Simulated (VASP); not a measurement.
Set up this calculation in VASP 6.6.1, as the native input.

```
Task                   : single point
Functional             : PBE
Potentials or basis    : VASP PAW PBE potentials, release 64 (Si, N)
Cutoff                 : 520 eV
k mesh                 : 7 × 4 × 1
Occupations            : gaussian, width 0.05 eV
Spin                   : collinear spin, ferromagnetic start
Starting moments       : [0.0, 0.0, 0.0, 0.0, 0.0, 0.0, 0.0, 0.0, 3.0] μB
Dipole correction      : yes
Further INCAR settings : ALGO = Normal; EDIFF = 1e-06; NBANDS = 32; NELMDL = -8
```

The structure of Si8N lies in POSCAR:

```
Si8N
1.0
    3.8510822285      0.0000000000      0.0000000000
    0.0000000000      6.3646810443      0.0000000000
    0.0000000000      0.0000000000     19.7525435318
Si N
8 1
Direct
    0.0000000000      0.9370679282      0.2025055656
    0.0000000000      0.5629320718      0.2025055656
    0.5000000000      0.4370679282      0.2587875163
    0.5000000000      0.0629320718      0.2587875163
    0.5000000000      0.9333044702      0.3720589482
    0.5000000000      0.5666955298      0.3720589482
    0.0000000000      0.4259907587      0.4177964989
    0.0000000000      0.0740092413      0.4177964989
    0.5000000000      1.0926574254      0.4438954516
```

One way to write it, as run:

INCAR

```
SYSTEM = Si8N
ALGO = Normal
DIPOL = 0.5 0.5 0.327
EDIFF = 1E-6
ENCUT = 520
GGA = PE
GGA_COMPAT = .False.
IDIPOL = 3
ISIF = 2
ISMEAR = 0
ISPIN = 2
LASPH = .True.
LCHARG = .False.
LDIPOL = .True.
LORBIT = 11
LREAL = .False.
LWAVE = .False.
MAGMOM = 0 0 0 0 0 0 0 0 3
NBANDS = 32
NELM = 200
NELMDL = -8
PREC = Accurate
SIGMA = 0.05
```

KPOINTS

```
k-points
0
Gamma
  7 4 1
  0 0 0
```

Potentials or basis: VASP PAW PBE potentials, release 64 (Si, N).

Run with:

```bash
$ cat potpaw_PBE.64/Si/POTCAR potpaw_PBE.64/N/POTCAR > POTCAR
$ mpirun -np 1 vasp_std > vasp.out
```

It gave:

| Property | Result |
| --- | --- |
| Largest force | 2.298 eV/Å |
| Net moment | 0.05 μB per cell |
| Valence electrons inside the program's atomic spheres | Si 1.63, 1.65, 1.66, 1.69, 1.70, 1.68, 1.60 (each value once); N 3.66 |

It took 12 min on 1 thread of Intel(R) Xeon(R) 6975P-C (Granite Rapids) (shared host), peak memory 0.83 GiB.
